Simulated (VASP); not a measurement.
# LiF in VASP: further runs

The runs below take LiF through single point, with PBE, r2SCAN, HSE06.

All numbers are computed with VASP 6.6.1; they aren't measurements. Logs are shortened: lines on timing, memory, paths and dates and some standing lists are left out, and cuts for length are marked.

## 1. The cell of the first run

The structure is hexagonal, space group P6_3mc (No. 186). Conventional cell: a = 3.081 Å, b = 3.081 Å, c = 4.785 Å, α = 90.00°, β = 90.00°, γ = 120.00°. Li (site symmetry 3m) has 4 F at 1.86 to 1.87 Å within 2.5 Å. Within 2.5 Å of F (site symmetry 3m) lie 4 Li at 1.86 to 1.87 Å.

## 2. Single point, PBE

Contents of INCAR:

```
PREC     = Accurate       # precision mode
ENCUT    = 520            # plane-wave cutoff, eV
EDIFF    = 1E-6           # SCF threshold, eV
ISMEAR   = -1             # smearing method
SIGMA    = 0.02           # smearing width, eV
LREAL    = F              # projectors in reciprocal space
LASPH    = T              # aspherical terms in the spheres
NELM     = 100            # most SCF steps
ALGO     = Normal         # electronic algorithm
ISIF     = 2              # what is computed and relaxed
LWAVE    = F              # write WAVECAR
LCHARG   = F              # write CHGCAR
GGA      = PE             # functional
NBANDS   = 18             # bands
```

Contents of KPOINTS:

```
regular mesh
0
Gamma
  12 12 6
```

Contents of POSCAR:

```
LiF
1.0
    3.0810126313      0.0000000000      0.0000000000
   -1.5405063157      2.6682352081      0.0000000000
    0.0000000000      0.0000000000      4.7853430013
Li F
2 2
Direct
    0.3333333333      0.6666666667     -0.0074305293
    0.6666666667      0.3333333333      0.4925694707
    0.3333333333      0.6666666667      0.3824305293
    0.6666666667      0.3333333333      0.8824305293
```

Potentials or basis: VASP PAW PBE potentials, release 64 (Li_sv, F).

Started as:

```bash
cat potpaw_PBE.64/Li_sv/POTCAR potpaw_PBE.64/F/POTCAR > POTCAR
mpirun -np 1 vasp_std > vasp.out
```

OUTCAR:

```text
PREC = Accurate
   ENCUT = 520
   EDIFF = 1E-6
   ISMEAR = -1
   LREAL = F
   LASPH = T
   NELM = 100
   ISIF = 2
   GGA = PE

 ion  position               nearest neighbor table
   1  0.333  0.667  0.993-   4 1.86   4 1.86   4 1.86   3 1.87
   2  0.667  0.333  0.493-   3 1.86   3 1.86   3 1.86   4 1.87
   3  0.333  0.667  0.382-   2 1.86   2 1.86   2 1.86   1 1.87
   4  0.667  0.333  0.882-   1 1.86   1 1.86   1 1.86   2 1.87

  LATTYP: Found a hexagonal cell.
 ALAT       =     3.0810126313
 C/A-ratio  =     1.5531721463

  Lattice vectors:

 A1 = (   3.0810126313,   0.0000000000,   0.0000000000)
 A2 = (  -1.5405063157,   2.6682352081,   0.0000000000)
 A3 = (   0.0000000000,   0.0000000000,   4.7853430013)

Analysis of symmetry for initial positions (statically):
=====================================================================
 Subroutine PRICEL returns:
 Original cell was already a primitive cell.

 Routine SETGRP: Setting up the symmetry group for a
 hexagonal supercell.

 Subroutine GETGRP returns: Found 12 space group operations
 (whereof  6 operations were pure point group operations)
 out of a pool of 24 trial point group operations.

The static configuration has the point symmetry C_3v.
 The point group associated with its full space group is C_6v.

Analysis of symmetry for dynamics (positions and initial velocities):
=====================================================================
 Subroutine PRICEL returns:
 Original cell was already a primitive cell.

 Routine SETGRP: Setting up the symmetry group for a
 hexagonal supercell.

 Subroutine GETGRP returns: Found 12 space group operations
 (whereof  6 operations were pure point group operations)
 out of a pool of 24 trial point group operations.

The dynamic configuration has the point symmetry C_3v.
 The point group associated with its full space group is C_6v.

 Subroutine INISYM returns: Found 12 space group operations
 (whereof  6 operations are pure point group operations),
 and found     1 'primitive' translations

----------------------------------------------------------------------------------------

                                     Primitive cell

  volume of cell :      39.3397

  direct lattice vectors                    reciprocal lattice vectors
     3.081012631  0.000000000  0.000000000     0.324568614  0.187389777  0.000000000
    -1.540506316  2.668235208  0.000000000     0.000000000  0.374779554  0.000000000
     0.000000000  0.000000000  4.785343001     0.000000000  0.000000000  0.208971436

  length of vectors
     3.081012631  3.081012631  4.785343001     0.374779554  0.374779554  0.208971436

  position of ions in fractional coordinates (direct lattice)
     0.333333333  0.666666667  0.992569471
     0.666666667  0.333333333  0.492569471
     0.333333333  0.666666667  0.382430529
     0.666666667  0.333333333  0.882430529

  ion indices of the primitive-cell ions
   primitive index   ion index
                 1           1
                 2           2
                 3           3
                 4           4

----------------------------------------------------------------------------------------

 KPOINTS: regular mesh

Automatic generation of k-mesh.
 Grid dimensions read from file:
 generate k-points for:   12   12    6

 Generating k-lattice:

  Cartesian coordinates                     Fractional coordinates (reciprocal lattice)
     0.027047385  0.015615815  0.000000000     0.083333333  0.000000000  0.000000000
     0.000000000  0.031231629  0.000000000     0.000000000  0.083333333  0.000000000
     0.000000000  0.000000000  0.034828573     0.000000000  0.000000000  0.166666667

  Length of vectors
     0.031231629  0.031231629  0.034828573

  Shift w.r.t. Gamma in fractional coordinates (k-lattice)
     0.000000000  0.000000000  0.000000000

 Subroutine IBZKPT returns following result:
 ===========================================

 Found     76 irreducible k-points:

 Following reciprocal coordinates:
            Coordinates               Weight
  0.000000  0.000000  0.000000      1.000000
  0.083333  0.000000  0.000000      6.000000
  0.166667  0.000000  0.000000      6.000000
  0.250000  0.000000  0.000000      6.000000
  0.333333  0.000000  0.000000      6.000000
  0.416667  0.000000  0.000000      6.000000
[... 16 lines left out ...]
  0.250000  0.000000  0.166667     12.000000
  0.333333  0.000000  0.166667     12.000000
 [... further k-points ...]
   k-points           NKPTS =     76   k-points in BZ     NKDIM =     76   number of bands    NBANDS=     18
   number of dos      NEDOS =    301   number of ions     NIONS =      4
   total plane-waves  NPLWV =  20736
   dimension x,y,z NGX =    24 NGY =   24 NGZ =   36
   dimension x,y,z NGXF=    48 NGYF=   48 NGZF=   72
   ions per type =               2   2
   NGX,Y,Z   is equivalent  to a cutoff of  12.95, 12.95, 12.51 a.u.
   NGXF,Y,Z  is equivalent  to a cutoff of  25.90, 25.90, 25.01 a.u.
 SYSTEM =  unknown system
   PREC   = accura    normal or accurate (medium, high low for compatibility)
   ISTART =      0    job   : 0-new  1-cont  2-samecut
   ICHARG =      2    charge: 1-file 2-atom 10-const
   ISPIN  =      1    spin polarized calculation?
   LNONCOLLINEAR =      F non collinear calculations
   LSORBIT =      F    spin-orbit coupling
   LASPH  =      T    aspherical Exc in radial PAW
   ENCUT  =  520.0 eV  38.22 Ry    6.18 a.u.   5.73  5.73  8.90*2*pi/ulx,y,z
   NELM   =    100;   NELMIN=  2; NELMDL= -5     # of ELM steps
   EDIFF  = 0.1E-05   stopping-criterion for ELM
   LREAL  =      F    real-space projection
   EDIFFG = 0.1E-04   stopping-criterion for IOM
   NSW    =      0    number of steps for IOM
   IBRION =     -1    ionic relax: 0-MD 1-quasi-New 2-CG
   NFREE  =      0    steps in history (QN), initial steepest desc. (CG)
   ISIF   =      2    stress and relaxation
   ISYM   =      2    0-nonsym 1-usesym 2-fastsym
   POTIM  = 0.5000    time-step for ionic-motion
   TEBEG  =    0.0;   TEEND  =   0.0 temperature during run
   PSTRESS=    0.0 pullay stress
   NELECT =      20.0000    total number of electrons
   NUPDOWN=      -1.0000    fix difference up-down
   EMIN   =  10.00;   EMAX   =-10.00  energy-range for DOS
   EFERMI =   0.00;   METHOD = LEGACY
   ISMEAR =    -1;   SIGMA  =   0.02  broadening in eV -4-tet -1-fermi 0-gaus
   EFERMI_NEDOS =   21; number of points for ismear=-14 and -15
   IALGO  =     38    algorithm
   IMIX   =      4    mixing-type and parameters
     AMIX     =   0.40;   BMIX     =  1.00
     AMIX_MAG =   1.60;   BMIX_MAG =  1.00
  volume/ion in A,a.u.               =       9.83        66.37
  Fermi-wavevector in a.u.,A,eV,Ry     =   1.306596  2.469108 23.227767  1.707193
  Thomas-Fermi vector in A             =   2.437387
   LORBIT       =      0    0 simple, 1 ext, 2 COOP (PROOUT), +10 PAW based schemes
   GGA     = PE    functional components
   LHFCALC =     F    Hartree Fock is set to
   AEXX    =    0.0000 exact exchange contribution
   IVDW    =     0    specifies the selected vdW correction
   LEPSILON=     F    determine dielectric tensor
   LRPA    =     F    only Hartree local field effects (RPA)
 non-spin polarized calculation
  energy-cutoff  :      520.00
  volume of cell :       39.34
 maximum number of plane-waves:      1085
 NGX is ok and might be reduce to    24
   NGX = 11   NGY = 11   NGZ = 17

 number of electron      20.0000014 magnetization

 Free energy of the ion-electron system (eV)
  ---------------------------------------------------
  ext. energy  EPLUGINS =         0.00000000
  ---------------------------------------------------
  free energy    TOTEN  =       -19.27822283 eV

  energy without entropy =      -19.27822283  energy(sigma->0) =      -19.27822283

 E-fermi :  -1.8634     XC(G=0):  -8.8753

 val. band max:       -2.4014838522   @ k =   0.0000   0.0000   0.0000
 cond. band min:       5.4371941183   @ k =   0.0000   0.0000   0.0000
 fundamental gap:      7.8386779705
 Fermi energy:        -1.8634481469

 k-point     1 :       0.0000    0.0000    0.0000
  band No.  band energies     occupation
      1     -42.8398      2.00000
      2     -42.7964      2.00000
      3     -21.8812      2.00000
      4     -21.6301      2.00000
      5      -4.6198      2.00000
      6      -2.9174      2.00000
[... 10 lines left out ...]
     17      17.2437      0.00000
     18      18.1957      0.00000

 k-point     2 :       0.0833    0.0000    0.0000
  band No.  band energies     occupation
      1     -42.8376      2.00000
      2     -42.7955      2.00000
      3     -21.8719      2.00000
      4     -21.6281      2.00000
      5      -4.5829      2.00000
      6      -2.9905      2.00000
[... 10 lines left out ...]
     17      17.3570      0.00000
     18      18.1922      0.00000

 k-point     3 :       0.1667    0.0000    0.0000
  band No.  band energies     occupation
      1     -42.8315      2.00000
      2     -42.7931      2.00000
      3     -21.8461      2.00000
      4     -21.6238      2.00000
      5      -4.4799      2.00000
      6      -3.2097      2.00000
[... 10 lines left out ...]
     17      17.5349      0.00000
     18      17.7311      0.00000

 k-point     4 :       0.2500    0.0000    0.0000
  band No.  band energies     occupation
      1     -42.8228      2.00000
      2     -42.7904      2.00000
      3     -21.8077      2.00000
      4     -21.6204      2.00000
      5      -4.3449      2.00000
      6      -3.5181      2.00000
[... 10 lines left out ...]
     17      17.4778      0.00000
     18      17.8145      0.00000

 k-point     5 :       0.3333    0.0000    0.0000
  band No.  band energies     occupation
      1     -42.8134      2.00000
      2     -42.7884      2.00000
      3     -21.7645      2.00000
      4     -21.6216      2.00000
      5      -4.2909      2.00000
      6      -3.7126      2.00000
[... 10 lines left out ...]
     17      17.2079      0.00000
     18      18.1435      0.00000

 k-point     6 :       0.4167    0.0000    0.0000
  band No.  band energies     occupation
      1     -42.8056      2.00000
      2     -42.7878      2.00000
      3     -21.7258      2.00000
      4     -21.6288      2.00000
      5      -4.3950      2.00000
      6      -3.6813      2.00000
[... 10 lines left out ...]
     17      16.9503      0.00000
     18      18.4596      0.00000

 k-point     7 :       0.5000    0.0000    0.0000
  band No.  band energies     occupation
      1     -42.8023      2.00000
      2     -42.7881      2.00000
      3     -21.7080      2.00000
      4     -21.6352      2.00000
      5      -4.4582      2.00000
      6      -3.6685      2.00000
[... 10 lines left out ...]
     17      16.8109      0.00000
     18      18.6009      0.00000

 k-point     8 :       0.0833    0.0833    0.0000
  band No.  band energies     occupation
      1     -42.8334      2.00000
      2     -42.7938      2.00000
      3     -21.8542      2.00000
      4     -21.6248      2.00000
      5      -4.5123      2.00000
      6      -3.1052      2.00000
[... 10 lines left out ...]
     17      17.5253      0.00000
     18      18.1246      0.00000
[... 229 lines left out ...]
     17      15.7014      0.00000
     18      18.8570      0.00000

 k-point    20 :       0.0000    0.0000    0.1667
  band No.  band energies     occupation
      1     -42.8369      2.00000
      2     -42.7991      2.00000
      3     -21.8655      2.00000
      4     -21.6478      2.00000
      5      -4.4841      2.00000
      6      -2.8953      2.00000
[... 10 lines left out ...]
     17      17.0885      0.00000
     18      17.5150      0.00000

 k-point    21 :       0.0833    0.0000    0.1667
  band No.  band energies     occupation
      1     -42.8348      2.00000
      2     -42.7982      2.00000
      3     -21.8568      2.00000
      4     -21.6456      2.00000
      5      -4.4528      2.00000
      6      -2.9668      2.00000
[... 10 lines left out ...]
     17      17.1781      0.00000
     18      17.5795      0.00000

 k-point    22 :       0.1667    0.0000    0.1667
  band No.  band energies     occupation
      1     -42.8289      2.00000
      2     -42.7957      2.00000
      3     -21.8323      2.00000
      4     -21.6400      2.00000
      5      -4.3679      2.00000
      6      -3.1893      2.00000
[... 10 lines left out ...]
     17      17.3166      0.00000
     18      17.5320      0.00000

 k-point    23 :       0.2500    0.0000    0.1667
  band No.  band energies     occupation
      1     -42.8206      2.00000
      2     -42.7925      2.00000
      3     -21.7963      2.00000
      4     -21.6342      2.00000
      5      -4.2683      2.00000
      6      -3.4993      2.00000
[... 10 lines left out ...]
     17      17.2929      0.00000
     18      17.7744      0.00000

 k-point    24 :       0.3333    0.0000    0.1667
  band No.  band energies     occupation
      1     -42.8117      2.00000
      2     -42.7901      2.00000
      3     -21.7557      2.00000
      4     -21.6323      2.00000
      5      -4.2619      2.00000
      6      -3.7036      2.00000
[... 10 lines left out ...]
     17      17.1031      0.00000
     18      18.1070      0.00000

 [... further k-points ...]
[... 5 lines left out ...]
  --------------------------------------------------------------------------------------
  -------------------------------------------------------------------------------------
  Total        0.6917521      0.6917521      0.7068841     -0.0000000      0.0000000      0.0000000
  in kB       28.1728264     28.1728264     28.7891044     -0.0000000      0.0000000      0.0000000
  external PRESSURE =      28.3782524 kB  Pullay stress =       0.0000000 kB

 VOLUME and BASIS-vectors are now :
 -----------------------------------------------------------------------------
  energy-cutoff  :      520.00
  volume of cell :       39.34
      direct lattice vectors                 reciprocal lattice vectors
     3.081012631  0.000000000  0.000000000     0.324568614  0.187389777  0.000000000
    -1.540506316  2.668235208  0.000000000     0.000000000  0.374779554  0.000000000
     0.000000000  0.000000000  4.785343001     0.000000000  0.000000000  0.208971436

 POSITION                                       TOTAL-FORCE (eV/Angst)
 -----------------------------------------------------------------------------------
     -0.00000      1.77882      4.74979         0.000000     -0.000000     -0.003007
      1.54051      0.88941      2.35711        -0.000000      0.000000     -0.003007
     -0.00000      1.77882      1.83006        -0.000000      0.000000      0.003007
      1.54051      0.88941      4.22273         0.000000     -0.000000      0.003007
 -----------------------------------------------------------------------------------
    total drift:                               -0.000001     -0.000001      0.005140

  FREE ENERGIE OF THE ION-ELECTRON SYSTEM (eV)
  ---------------------------------------------------
  free  energy   TOTEN  =       -19.2782228284 eV

  energy  without entropy=      -19.2782228284  energy(sigma->0) =      -19.27822283
```

It took 26 s on 1 thread of Intel Xeon Platinum 8375C at 2.90GHz (Ice Lake), shared host; peak memory 0.17 GiB.

Results:

* Free energy: -19.2782 eV
* Largest force: 0.003 eV/Å
* Band gap on the k mesh: 7.84 eV, direct

Forces in eV/Å, atoms in the order of the input:
```
Li   0.000  0.000 -0.003
Li   0.000  0.000 -0.003
F    0.000  0.000  0.003
F    0.000  0.000  0.003
```

Levels at points of the mesh, in eV from the valence-band top:
```tsv
k point	band 7	band 8	band 9	band 10	band 11	band 12	band 13	band 14
(0.00, 0.00, 0.00)	-0.52	-0.18	-0.18	0.00	7.84	12.17	15.40	18.55
(0.50, 0.00, 0.00)	-1.07	-1.05	-0.56	-0.41	11.26	12.30	14.93	15.12
(0.00, 0.00, 0.50)	-0.35	-0.35	-0.35	-0.35	9.56	9.56	17.78	17.78
(0.50, 0.00, 0.50)	-0.74	-0.74	-0.57	-0.57	11.23	11.23	14.99	14.99
```

Caveat: the cutoff is under 1.25 times the usual one of these potentials, so pressure, stress and relaxed cells hold a basis-set (Pulay) error.

## 3. Single point, r2SCAN (uniaxial x strain -5.0%)

Contents of POSCAR:

```
LiF
1.0
    2.9269619998      0.0000000000      0.0000000000
   -1.4634809999      2.6682352081      0.0000000000
    0.0000000000      0.0000000000      4.7853430013
Li F
2 2
Direct
    0.3360970915      0.6721941829     -0.0043603839
    0.6639029085      0.3278058171      0.4956396161
    0.3381514856      0.6763029712      0.3793603839
    0.6618485144      0.3236970288      0.8793603839
```

Contents of INCAR.step1:

```
SYSTEM = LiF
  PREC = Accurate
  ENCUT = 520
  ISMEAR = 0
  SIGMA = 0.01
  LREAL = .FALSE.
  LASPH = .TRUE.
  NELM = 100
  NBANDS = 18
  GGA = PE
  ALGO = Normal
  EDIFF = 1E-4
  LWAVE = .TRUE.
  LCHARG = .FALSE.
```

Contents of INCAR.step2:

```
SYSTEM = LiF
  PREC = Accurate
  ENCUT = 520
  EDIFF = 1E-6
  ISMEAR = 0
  SIGMA = 0.01
  LREAL = .FALSE.
  LASPH = .TRUE.
  NELM = 100
  ALGO = Normal
  ISIF = 2
  LWAVE = .FALSE.
  LCHARG = .FALSE.
  METAGGA = R2SCAN
  LMIXTAU = .TRUE.
  NBANDS = 18
  ISTART = 1
```

Contents of KPOINTS:

```
regular mesh
0
G
  12 12 6
  0 0 0
```

Potentials or basis: VASP PAW PBE potentials, release 64 (Li_sv, F).

Started as:

```bash
cat potpaw_PBE.64/Li_sv/POTCAR potpaw_PBE.64/F/POTCAR > POTCAR
cp INCAR.step1 INCAR
mpirun -np 1 vasp_std > vasp.out
cp INCAR.step2 INCAR
mpirun -np 1 vasp_std > vasp.out
```

Wall time 4.7 min (1 thread of Intel Xeon Platinum 8375C at 2.90GHz (Ice Lake), shared host); peak memory 0.22 GiB.

It converged, with:

* Free energy: -23.6250 eV
* Largest force: 0.021 eV/Å
* Band gap on the k mesh: 8.99 eV, direct

Forces on the atoms (eV/Å):
```
Li   0.000  0.003 -0.020
Li   0.000 -0.003 -0.020
F    0.000 -0.006  0.020
F    0.000  0.006  0.020
```

Levels at points of the mesh, in eV from the valence-band top:
```csv
k point,band 8,band 9,band 10,band 11,band 12,band 13
"(0.00, 0.00, 0.00)",-0.18,-0.02,0.00,8.99,13.37,16.90
"(0.50, 0.00, 0.00)",-1.04,-0.53,-0.43,12.50,13.37,16.48
"(0.00, 0.50, 0.00)",-0.81,-0.60,-0.22,12.39,13.42,16.36
"(0.00, 0.00, 0.50)",-0.36,-0.16,-0.16,10.72,10.72,19.28
"(0.50, 0.00, 0.50)",-0.78,-0.59,-0.59,12.41,12.41,16.59
"(0.00, 0.50, 0.50)",-0.60,-0.52,-0.52,12.32,12.32,16.39
```

Caveat: the cell differs from its parent crystal (uniaxial x strain -5.0%); the cutoff is under 1.25 times the usual one of these potentials, so pressure, stress and relaxed cells hold a basis-set (Pulay) error; the PAW data sets were made with another functional, which shifts forces and pressure a little. A k mesh can miss the band edges.

[end of part 1 of 2]
